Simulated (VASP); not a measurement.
A run of VASP 6.6.1:

INCAR

```
SYSTEM = C
ALGO = Normal
EDIFF = 1E-8
ENCUT = 600
GGA = PS
IBRION = 6
ISIF = 3
ISMEAR = -1
LASPH = .TRUE.
LCHARG = .TRUE.
LREAL = .FALSE.
LWAVE = .FALSE.
NBANDS = 11
NELM = 100
NFREE = 2
NSW = 1
POTIM = 0.015
PREC = Accurate
SIGMA = 0.15
```

File KPOINTS:

```
k-points
0
G
  18 18 12
  0 0 0
```

POSCAR

```
C
1.0
    2.4481204727      0.0000000000      0.0000000000
   -1.2240602364      2.1201345209      0.0000000000
    0.0000000000      0.0000000000      3.3016449864
C
2
Direct
    0.3333333333      0.6666666667      0.0000000000
    0.6666666667      0.3333333333      0.0000000000
```

Potentials or basis: VASP PAW PBE potentials, release 64 (C).

Run with:

```sh
$ cat potpaw_PBE.64/C/POTCAR > POTCAR
$ mpirun -np 1 vasp_std > vasp.out
```

Hardware: 1 thread of Intel(R) Xeon(R) 6975P-C (Granite Rapids) (shared host).

Task: How long does it take, and how much memory?

Result: It took 9.4 min on 1 thread of Intel(R) Xeon(R) 6975P-C (Granite Rapids), with other jobs on the host, peak memory 0.51 GiB. Counts: scf iterations 145, k points 259.
